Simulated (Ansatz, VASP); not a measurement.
One calculation of B2W, two programs

The input INCAR:

```
PREC = Accurate
ENCUT = 520
EDIFF = 1E-6
ISMEAR = -1
SIGMA = 0.05
LREAL = F
LASPH = T
NELM = 80
ALGO = Normal
ISIF = 2
LWAVE = F
LCHARG = F
GGA = CA
NBANDS = 17
```

The input KPOINTS:

```
regular mesh
0
Gamma
  14 14 12
```

Contents of POSCAR:

```
B2W
1.0
    2.9791855871      0.0000000000      0.0000000000
   -1.4895927936      2.5800504010      0.0000000000
    0.0000000000      0.0000000000      3.0087787307
B W
2 1
Direct
    0.3333333333      0.6666666667      0.5000000000
    0.6666666667      0.3333333333      0.5000000000
    0.0000000000      0.0000000000      0.0000000000
```

Input for Ansatz:

```yaml
crystal:
  lattice:
    - [2.9791855871, 0.0, 0.0]
    - [-1.4895927936, 2.580050401, 0.0]
    - [0.0, 0.0, 3.0087787307]
  atoms:
    - { symbol: B, position: [0.3333333333, 0.6666666667, 0.5] }
    - { symbol: B, position: [0.6666666667, 0.3333333333, 0.5] }
    - { symbol: W, position: [0.0, 0.0, 0.0] }
kpoints:
  mp_grid: { grid: [14, 14, 12] }
  band_path:
    path:
      - [0.0, 0.0, 0.0]
      - [0.5, 0.0, 0.0]
      - [0.3333333333, 0.3333333333, 0.0]
      - [0.0, 0.0, 0.0]
      - [0.0, 0.0, 0.5]
      - [0.5, 0.0, 0.5]
      - [0.3333333333, 0.3333333333, 0.5]
      - [0.0, 0.0, 0.5]
      - [0.5, 0.0, 0.5]
    npoints: 5
scf:
  occupations: { method: fermi_dirac, width: 0.05 }
hamiltonian:
  xc: lda
  pseudopotentials: { kind: all_electron, lapw: { basis_error: 0.0005 } }
output:
  forces: true
  stress: true
  eigenvalues: true
```

Change from the starting cell: volume scaled by 0.96.

Alike in both runs: task single point; functional LDA; k mesh 14 × 14 × 12; occupations fermi-dirac, width 0.05 eV; no spin polarisation.

|  | VASP | Ansatz |
| --- | --- | --- |
| version | VASP 6.6.1 | Ansatz 0.2.0 |
| potentials or method | VASP PAW LDA potentials, release 64 (B, W_sv), cutoff 520 eV | all-electron LAPW, scalar-relativistic |

```tsv
	VASP	Ansatz	Ansatz less VASP
pressure (GPa)	44.4	41.8	-2.57
traceless stress, the component that is largest in VASP (GPa)	11.76	11.46	-0.301
```

LDA's correlation is that of Perdew and Zunger in VASP and of Perdew and Wang (1992) in Ansatz. Both programs put the cell under a high pressure, so it lies far from rest at this level. Ansatz ran all-electron here, and VASP with PAW potentials.

Neither program's run includes spin-orbit coupling.
